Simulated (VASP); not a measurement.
# Rh (Fm-3m) in VASP: notebook, part 4 of 4

VASP 6.6.1.

## (5) Single point, r2SCAN+D3(BJ)

Contents of POSCAR:

```
Rh
1.0
    0.0000000000      1.8978500000      1.8978500000
    1.8978500000      0.0000000000      1.8978500000
    1.8978500000      1.8978500000      0.0000000000
Rh
1
Direct
    0.0000000000      0.0000000000      0.0000000000
```

Contents of INCAR.step1:

```
PREC = Accurate
ENCUT = 520
ISMEAR = 1
SIGMA = 0.05
LREAL = False
LASPH = True
NELM = 100
NBANDS = 14
ISYM = 0
GGA = PE
ALGO = Normal
EDIFF = 1E-4
LWAVE = True
LCHARG = False
```

Contents of INCAR.step2:

```
PREC = Accurate
ENCUT = 520
EDIFF = 1E-6
ISMEAR = 1
SIGMA = 0.05
LREAL = False
LASPH = True
NELM = 100
ALGO = Normal
ISIF = 2
LWAVE = False
LCHARG = False
METAGGA = R2SCAN
LMIXTAU = True
IVDW = 12
VDW_S6 = 1.0
VDW_S8 = 0.78981345
VDW_A1 = 0.49484001
VDW_A2 = 5.73083694
NBANDS = 14
ISYM = 0
ISTART = 1
```

Contents of KPOINTS:

```
Automatic mesh
0
Gamma
  8 8 8
  0.5 0.5 0.5
```

Potentials or basis: VASP PAW PBE potentials, release 64 (Rh_pv).

Launch:

```
$ cat potpaw_PBE.64/Rh_pv/POTCAR > POTCAR
$ cp INCAR.step1 INCAR
$ mpirun -np 1 vasp_std > vasp.out
$ cp INCAR.step2 INCAR
$ mpirun -np 1 vasp_std > vasp.out
```

OUTCAR:

```text
PREC = Accurate
   ENCUT = 520
   EDIFF = 1E-6
   ISMEAR = 1
   LREAL = False
   LASPH = True
   NELM = 100
   ISIF = 2
   METAGGA = R2SCAN
   IVDW = 12
   ISYM = 0
   ISTART = 1
 IVDW          = 12

 ion  position               nearest neighbor table
   1  0.000  0.000  0.000-

IMPORTANT INFORMATION: All symmetrisations will be switched off!
NOSYMM: (Re-)initialisation of all symmetry stuff for point group C_1.

----------------------------------------------------------------------------------------

                                     Primitive cell

  volume of cell :      13.6715

  direct lattice vectors                    reciprocal lattice vectors
     0.000000000  1.897850000  1.897850000    -0.263456016  0.263456016  0.263456016
     1.897850000  0.000000000  1.897850000     0.263456016 -0.263456016  0.263456016
     1.897850000  1.897850000  0.000000000     0.263456016  0.263456016 -0.263456016

  length of vectors
     2.683965209  2.683965209  2.683965209     0.456319205  0.456319205  0.456319205

  position of ions in fractional coordinates (direct lattice)
     0.000000000  0.000000000  0.000000000

  ion indices of the primitive-cell ions
   primitive index   ion index
                 1           1

----------------------------------------------------------------------------------------

 KPOINTS: Automatic mesh

Automatic generation of k-mesh.
 Grid dimensions read from file:
 generate k-points for:    8    8    8

 Generating k-lattice:

  Cartesian coordinates                     Fractional coordinates (reciprocal lattice)
    -0.032932002  0.032932002  0.032932002     0.125000000  0.000000000  0.000000000
     0.032932002 -0.032932002  0.032932002     0.000000000  0.125000000  0.000000000
     0.032932002  0.032932002 -0.032932002     0.000000000  0.000000000  0.125000000

  Length of vectors
     0.057039901  0.057039901  0.057039901

  Shift w.r.t. Gamma in fractional coordinates (k-lattice)
     0.500000000  0.500000000  0.500000000

 Subroutine IBZKPT returns following result:
 ===========================================

 Found   1024 irreducible k-points:

 Following reciprocal coordinates:
            Coordinates               Weight
  0.062500  0.062500  0.062500      2.000000
  0.062500  0.000000  0.000000      2.000000
  0.000000  0.000000 -0.062500      2.000000
  0.000000  0.062500  0.000000      2.000000
  0.187500  0.062500  0.062500      2.000000
  0.062500  0.187500  0.062500      2.000000
[... 16 lines left out ...]
  0.000000  0.250000 -0.062500      2.000000
  0.250000  0.000000 -0.062500      2.000000
 [... further k-points ...]
   k-points           NKPTS =   1024   k-points in BZ     NKDIM =   1024   number of bands    NBANDS=     14
   number of dos      NEDOS =    301   number of ions     NIONS =      1
   total plane-waves  NPLWV =   8000
   dimension x,y,z NGX =    20 NGY =   20 NGZ =   20
   dimension x,y,z NGXF=    40 NGYF=   40 NGZF=   40
   ions per type =               1
   NGX,Y,Z   is equivalent  to a cutoff of  12.39, 12.39, 12.39 a.u.
   NGXF,Y,Z  is equivalent  to a cutoff of  24.78, 24.78, 24.78 a.u.
 SYSTEM =  unknown system
   PREC   = accura    normal or accurate (medium, high low for compatibility)
   ISTART =      1    job   : 0-new  1-cont  2-samecut
   ICHARG =      0    charge: 1-file 2-atom 10-const
   ISPIN  =      1    spin polarized calculation?
   LNONCOLLINEAR =      F non collinear calculations
   LSORBIT =      F    spin-orbit coupling
   LASPH  =      T    aspherical Exc in radial PAW
   ENCUT  =  520.0 eV  38.22 Ry    6.18 a.u.   4.99  4.99  4.99*2*pi/ulx,y,z
   NELM   =    100;   NELMIN=  2; NELMDL=  0     # of ELM steps
   EDIFF  = 0.1E-05   stopping-criterion for ELM
   LREAL  =      F    real-space projection
   EDIFFG = 0.1E-04   stopping-criterion for IOM
   NSW    =      0    number of steps for IOM
   IBRION =     -1    ionic relax: 0-MD 1-quasi-New 2-CG
   NFREE  =      0    steps in history (QN), initial steepest desc. (CG)
   ISIF   =      2    stress and relaxation
   ISYM   =      0    0-nonsym 1-usesym 2-fastsym
   POTIM  = 0.5000    time-step for ionic-motion
   TEBEG  =    0.0;   TEEND  =   0.0 temperature during run
   PSTRESS=    0.0 pullay stress
   NELECT =      15.0000    total number of electrons
   NUPDOWN=      -1.0000    fix difference up-down
   EMIN   =  10.00;   EMAX   =-10.00  energy-range for DOS
   EFERMI =   0.00;   METHOD = LEGACY
   ISMEAR =     1;   SIGMA  =   0.05  broadening in eV -4-tet -1-fermi 0-gaus
   EFERMI_NEDOS =   21; number of points for ismear=-14 and -15
   IALGO  =     38    algorithm
   IMIX   =      4    mixing-type and parameters
     AMIX     =   0.40;   BMIX     =  1.00
     AMIX_MAG =   1.60;   BMIX_MAG =  1.00
  volume/ion in A,a.u.               =      13.67        92.26
  Fermi-wavevector in a.u.,A,eV,Ry     =   1.688496  3.190795 38.790465  2.851019
  Thomas-Fermi vector in A             =   2.770792
   LORBIT       =      0    0 simple, 1 ext, 2 COOP (PROOUT), +10 PAW based schemes
   METAGGA = R2SCAN    functional components
   LHFCALC =     F    Hartree Fock is set to
   AEXX    =    0.0000 exact exchange contribution
   IVDW    =    12    specifies the selected vdW correction
   LEPSILON=     F    determine dielectric tensor
   LRPA    =     F    only Hartree local field effects (RPA)
 non-spin polarized calculation
 Methfessel and Paxton  Order N= 1 SIGMA  =   0.05
  energy-cutoff  :      520.00
  volume of cell :       13.67
 maximum number of plane-waves:       375
   NGX =  9   NGY =  9   NGZ =  9

 number of electron      15.0000007 magnetization

 Free energy of the ion-electron system (eV)
  ---------------------------------------------------
  ext. energy  EPLUGINS =         0.00000000
  ---------------------------------------------------
  free energy    TOTEN  =       -24.13280822 eV

  energy without entropy =      -24.13237404  energy(sigma->0) =      -24.13266349

 E-fermi :  11.8067     XC(G=0): -15.2453

 val. band max:       11.7970042604   @ k =   0.3125   0.1875  -0.1875
 cond. band min:      11.8280071283   @ k =   0.1875   0.1875   0.3125
 fundamental gap:      0.0310028679
 Fermi energy:        11.8067101509

 k-point     1 :       0.0625    0.0625    0.0625
  band No.  band energies     occupation
      1     -35.9847      2.00000
      2     -35.9572      2.00000
      3     -35.9572      2.00000
      4       3.7817      2.00000
      5       8.5671      2.00000
      6       8.7049      2.00000
      7       8.7049      2.00000
      8      10.7288      2.00000
      9      10.7288      2.00000
     10      28.7928      0.00000
     11      29.2275      0.00000
     12      33.4493      0.00000
     13      34.5729      0.00000
     14      34.5729      0.00000

 k-point     2 :       0.0625    0.0000    0.0000
  band No.  band energies     occupation
      1     -35.9847      2.00000
      2     -35.9572      2.00000
      3     -35.9572      2.00000
      4       3.7817      2.00000
      5       8.5671      2.00000
      6       8.7050      2.00000
      7       8.7050      2.00000
      8      10.7288      2.00000
      9      10.7288      2.00000
     10      28.7928      0.00000
     11      29.2275      0.00000
     12      33.4493      0.00000
     13      34.5729      0.00000
     14      34.5729      0.00000
[... 343 lines left out ...]
      1     -36.4146      2.00000
      2     -36.0482      2.00000
      3     -36.0071      2.00000
      4       5.7132      2.00000
      5       8.5141      2.00000
      6       8.9869      2.00000
      7       9.0564      2.00000
      8      10.7400      2.00000
      9      11.6202      2.00000
     10      27.1533      0.00000
     11      29.2274      0.00000
     12      30.1857      0.00000
     13      35.6614      0.00000
     14      37.5726      0.00000

 k-point    24 :       0.2500    0.0000   -0.0625
  band No.  band energies     occupation
      1     -36.4146      2.00000
      2     -36.0482      2.00000
      3     -36.0071      2.00000
      4       5.7132      2.00000
      5       8.5141      2.00000
      6       8.9869      2.00000
      7       9.0564      2.00000
      8      10.7400      2.00000
      9      11.6202      2.00000
     10      27.1533      0.00000
     11      29.2274      0.00000
     12      30.1857      0.00000
     13      35.6614      0.00000
     14      37.5726      0.00000

 [... further k-points ...]

------------------------ aborting loop because EDIFF is reached ----------------------------------------

 Edisp (eV)   -0.30683

 E8    (eV) :    -0.1088

  FORCE on cell =-STRESS in cart. coord.  units (eV):
  Direction    XX          YY          ZZ          XY          YZ          ZX
  --------------------------------------------------------------------------------------
  -------------------------------------------------------------------------------------
  Total      -0.12036    -0.12036    -0.12036     0.00000     0.00000     0.00000
  in kB     -14.10533   -14.10532   -14.10532     0.00044     0.00044     0.00045
  external pressure =      -14.11 kB  Pullay stress =        0.00 kB

 VOLUME and BASIS-vectors are now :
 -----------------------------------------------------------------------------
  energy-cutoff  :      520.00
  volume of cell :       13.67
      direct lattice vectors                 reciprocal lattice vectors
     0.000000000  1.897850000  1.897850000    -0.263456016  0.263456016  0.263456016
     1.897850000  0.000000000  1.897850000     0.263456016 -0.263456016  0.263456016
     1.897850000  1.897850000  0.000000000     0.263456016  0.263456016 -0.263456016

 POSITION                                       TOTAL-FORCE (eV/Angst)
 -----------------------------------------------------------------------------------
      0.00000      0.00000      0.00000        -0.000000      0.000000      0.000000
 -----------------------------------------------------------------------------------
    total drift:                               -0.000000      0.000000      0.000000

  FREE ENERGIE OF THE ION-ELECTRON SYSTEM (eV)
  ---------------------------------------------------
  free  energy   TOTEN  =       -24.4396337322 eV

  energy  without entropy=      -24.4391995512  energy(sigma->0) =      -24.43948901
```

OUTCAR.step1:

```text
PREC = Accurate
   ENCUT = 520
   ISMEAR = 1
   LREAL = False
   LASPH = True
   NELM = 100
[... 585 lines left out ...]

 POSITION                                       TOTAL-FORCE (eV/Angst)
 -----------------------------------------------------------------------------------
      0.00000      0.00000      0.00000         0.000000     -0.000000     -0.000000
 -----------------------------------------------------------------------------------
    total drift:                                0.000000     -0.000000     -0.000000

  FREE ENERGIE OF THE ION-ELECTRON SYSTEM (eV)
  ---------------------------------------------------
  free  energy   TOTEN  =        -7.2471015915 eV

  energy  without entropy=       -7.2466855026  energy(sigma->0) =       -7.24696290
```

Wall time 6.3 min (1 thread of Intel Xeon Platinum 8488C (Sapphire Rapids), shared host); peak memory 0.28 GiB.

Results:

```
Free energy                : -24.4396 eV
Pressure                   : -1.4 GPa
Dispersion energy per atom : -0.307 eV
```

Caveat: the PAW data sets were made with another functional, which shifts forces and pressure a little; pairwise dispersion overbinds metals, which lowers pressure and volume.

## (6) Summary

```csv
smearing,gap on the mesh (eV),pressure (GPa)
methfessel-paxton 0.3 eV,none,-1.4
methfessel-paxton 0.2 eV,none,-1.4
methfessel-paxton 0.1 eV,none,-1.4
methfessel-paxton 0.05 eV,none,-1.4
```

Alike in all rows: task single point; level r2SCAN+D3(BJ); potentials or basis VASP PAW PBE potentials, release 64 (Rh_pv); no spin polarisation; cell as given; k mesh 8 × 8 × 8, shifted; cutoff (eV) 520.

Every run on the cell as given and a fine mesh finds a metal.

Caveats: the PAW data sets were made with another functional, which shifts forces and pressure a little; pairwise dispersion overbinds metals, which lowers pressure and volume.

Absolute energies hang on the potentials; compare differences alone.
